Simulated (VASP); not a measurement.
Write the native input for VASP 6.6.1 that does the following.

```
Task                   : single point
Functional             : r2SCAN
Potentials or basis    : VASP PAW PBE potentials, release 64 (B, As)
Cutoff                 : 520 eV
k mesh                 : 12 × 12 × 12
Occupations            : gaussian, width 0.05 eV
Spin                   : no spin polarisation
Dipole correction      : no
Further INCAR settings : ALGO = Normal; EDIFF = 1e-06; NBANDS = 11
```

Crystal: BAs.

```
B As
1.0
     0.00000    2.45933    2.26258
     2.45933    0.00000    2.26258
     2.45933    2.45933    0.00000
B As
1 1
Direct
  0.00000 0.00000 0.00000
  0.75000 0.75000 0.75000
```

This cell differs from its parent crystal: ratio of the length along z to the lengths across it x 0.92, volume and fractional coordinates fixed.

One way to write it, as run:

POSCAR

```
BAs
1.0
    0.0000000000      2.4593303279      2.2625839017
    2.4593303279      0.0000000000      2.2625839017
    2.4593303279      2.4593303279      0.0000000000
B As
1 1
Direct
    0.0000000000      0.0000000000      0.0000000000
    0.7500000000      0.7500000000      0.7500000000
```

INCAR.step1

```
SYSTEM = BAs
PREC     = Accurate       ! precision mode
ENCUT    = 520            ! plane-wave cutoff, eV
ISMEAR   = 0              ! smearing method
SIGMA    = 0.05           ! smearing width, eV
LREAL    = .FALSE.        ! projectors in reciprocal space
LASPH    = .TRUE.         ! aspherical terms in the spheres
NELM     = 100            ! most SCF steps
NBANDS   = 11             ! bands
GGA      = PE             ! functional
ALGO     = Normal         ! electronic algorithm
EDIFF    = 1E-4           ! SCF threshold, eV
LWAVE    = .TRUE.         ! write WAVECAR
LCHARG   = .FALSE.        ! write CHGCAR
```

INCAR.step2

```
SYSTEM = BAs
PREC     = Accurate       ! precision mode
ENCUT    = 520            ! plane-wave cutoff, eV
EDIFF    = 1E-6           ! SCF threshold, eV
ISMEAR   = 0              ! smearing method
SIGMA    = 0.05           ! smearing width, eV
LREAL    = .FALSE.        ! projectors in reciprocal space
LASPH    = .TRUE.         ! aspherical terms in the spheres
NELM     = 100            ! most SCF steps
ALGO     = Normal         ! electronic algorithm
ISIF     = 2              ! what is computed and relaxed
LWAVE    = .FALSE.        ! write WAVECAR
LCHARG   = .FALSE.        ! write CHGCAR
METAGGA  = R2SCAN         ! meta-GGA
LMIXTAU  = .TRUE.       
NBANDS   = 11             ! bands
ISTART   = 1
```

KPOINTS

```
regular mesh
0
G
  12 12 12
  0 0 0
```

Potentials or basis: VASP PAW PBE potentials, release 64 (B, As).

Launch:

```bash
$ cat potpaw_PBE.64/B/POTCAR potpaw_PBE.64/As/POTCAR > POTCAR
$ cp INCAR.step1 INCAR
$ mpirun -np 1 vasp_std > vasp.out
$ cp INCAR.step2 INCAR
$ mpirun -np 1 vasp_std > vasp.out
```

It gave:

```
Pressure               : 0.2 GPa
Band gap on the k mesh : 0.12 eV (least direct gap 2.57 eV)
```

Caveat: the PAW data sets were made with another functional, which shifts forces and pressure a little.

It took 2.7 min on 1 thread of Intel(R) Xeon(R) Platinum 8488C (Sapphire Rapids), on a shared host, peak memory 0.2 GiB.
